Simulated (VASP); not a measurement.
Crystal: FeO.

```xyz
2
Lattice="1.5177 0.8762 2.5158 -1.5177 0.8762 2.5158 0.0000 -1.7525 2.5158" Properties=species:S:1:pos:R:3 pbc="T T T"
Fe    0.0000    0.0000    0.0000
O     0.0000    0.0000    3.7737
```

Base run:

```yaml
Program: VASP 6.6.1
Functional: LDA
Potentials_or_basis: VASP PAW LDA potentials, release 64 (Fe, O)
Cutoff: 520 eV
k_mesh: 8 × 8 × 8
Occupations: gaussian, width 0.05 eV
Spin: collinear spin, ferromagnetic start
Starting_moments: "[3.21, -0.21] μB"
Fixed_moment: 3 μB
Hubbard_terms: Fe d U = 8.0 eV
```

Its results: pressure -17.4 GPa; net moment 3.00 μB per cell; site moments Fe +3.25; O -0.17 μB.

Problem. The run is repeated on the same cell with these changes: fixed moment from 3 μB to none; moments at the start from [3.21, -0.21] to [4.0, 0.0]. What comes out?

Solution. Pressure -16.2 GPa; net moment 4.00 μB per cell; site moments Fe +3.96; O +0.12 μB.

Caveats: the cell stands under tension; a cell with one magnetic atom can't hold antiferromagnetic order, which such compounds often take; the total moment is fixed, so each spin has its own Fermi level (at least some runs).
